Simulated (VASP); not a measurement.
Crystal: Li2Se3.

```
Li Se
1.0
     4.20712    0.00000    0.00000
    -2.10356    3.64347    0.00000
     0.00000    0.00000    6.54559
Li Se
2 3
Direct
  0.33333 0.66667 0.24500
  0.66667 0.33333 0.75500
  0.00000 0.00000 0.00000
  0.33333 0.66667 0.64500
  0.66667 0.33333 0.35500
```

| Quantity | Value |
| --- | --- |
| Program | VASP 6.6.1 |
| Task | relaxation of cell and atoms |
| Functional | PBE |
| Potentials or basis | VASP PAW PBE potentials, release 64 (Li_sv, Se) |
| Cutoff | 600 eV |
| k mesh | 6 × 6 × 4 |
| Occupations | gaussian, width 0.1 eV |
| Spin | no spin polarisation |

At the start: pressure -0.7 GPa; volume 20.07 Å³/atom.

Problem. Where does the relaxation end?

Solution. Over 43 steps the energy falls by 190.0 meV/atom and the volume is 21.64 Å³/atom (+7.8 %); space group P-3m1 (No. 164, to 0.05 Å).

The path:
| step | energy change (eV) | largest force (eV/Å) | pressure (GPa) | volume (Å³) |
| --- | --- | --- | --- | --- |
| 1 | 0.0000 | 0.5836 | -0.73 | 100.33 |
| 3 | -0.2238 | 0.3125 | 0.88 | 94.99 |
| 5 | -0.2832 | 0.1550 | -0.29 | 97.35 |
| 7 | -0.3091 | 0.1047 | -0.67 | 97.97 |
| 9 | -0.3395 | 0.0921 | -0.21 | 96.33 |
| 11 | -0.3428 | 0.0464 | 0.23 | 95.29 |
| 13 | -0.3450 | 0.0753 | 0.03 | 95.66 |
| 15 | -0.3472 | 0.0798 | -0.11 | 95.85 |
| 17 | -0.3535 | 0.0588 | 0.19 | 94.99 |
| 19 | -0.3705 | 0.1241 | -0.88 | 97.81 |
| 21 | -0.4797 | 0.7471 | -2.18 | 111.18 |
| 23 | -0.6062 | 0.3834 | -2.28 | 106.29 |
| 25 | -0.6065 | 0.3873 | -2.28 | 106.37 |
| 27 | -0.6074 | 0.4043 | -2.26 | 106.73 |
| 29 | -0.6097 | 0.4035 | -2.25 | 106.68 |
| 31 | -0.6201 | 0.4001 | -2.16 | 106.49 |
| 33 | -0.6595 | 0.3871 | -1.83 | 105.72 |
| 35 | -0.7787 | 0.3335 | -0.19 | 102.62 |
| 37 | -0.8158 | 0.4393 | 1.56 | 100.06 |
| 39 | -0.9067 | 0.1604 | 0.71 | 102.69 |
| 41 | -0.9408 | 0.2239 | 0.24 | 105.79 |
| 43 | -0.9501 | 0.0336 | -0.02 | 108.20 |

Final structure:
```
Li Se
1.0
     4.30768    0.00000    0.00000
    -2.15384    3.73056    0.00000
     0.00000    0.00000    6.73316
Li Se
2 3
Direct
  0.33333 0.66667 0.11740
  0.66667 0.33333 0.88260
  0.00000 0.00000 0.00000
  0.33333 0.66667 0.55364
  0.66667 0.33333 0.44636
```

Caveat: the cutoff is under 1.25 times the usual one of these potentials, so pressure, stress and relaxed cells hold a basis-set (Pulay) error.
